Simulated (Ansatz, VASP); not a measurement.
**ZrB2: VASP beside Ansatz**

```
CELL_PARAMETERS angstrom
3.12330 0.00000 0.00000
-1.56165 2.70486 0.00000
0.00000 0.00000 3.50674
ATOMIC_POSITIONS crystal
Zr 0.00000 0.00000 0.00000
B 0.33333 0.66667 0.50000
B 0.66667 0.33333 0.50000
```

Alike in both runs: task single point; functional PBEsol; k mesh 15 × 15 × 12; occupations gaussian, width 0.15 eV; no spin polarisation.

|  | VASP | Ansatz |
| --- | --- | --- |
| version | VASP 6.6.1 | Ansatz 0.2.0 |
| potentials or method | VASP PAW PBE potentials, release 64 (Zr_sv, B), cutoff 520 eV | scalar-relativistic, plane waves, PAW |
| valence electrons in the cell | 18 | 18 |

```tsv
	VASP	Ansatz	Ansatz less VASP
gap on the k mesh at the Fermi level (eV)	none	none	-
pressure (GPa)	5.7	5.4	-0.38
traceless stress, the component that is largest in VASP (GPa)	-2.67	-2.66	+0.007
```

VASP's potentials were made for PBE, not for PBEsol. A gap of «none» marks a metal or a gap that the smearing closes.
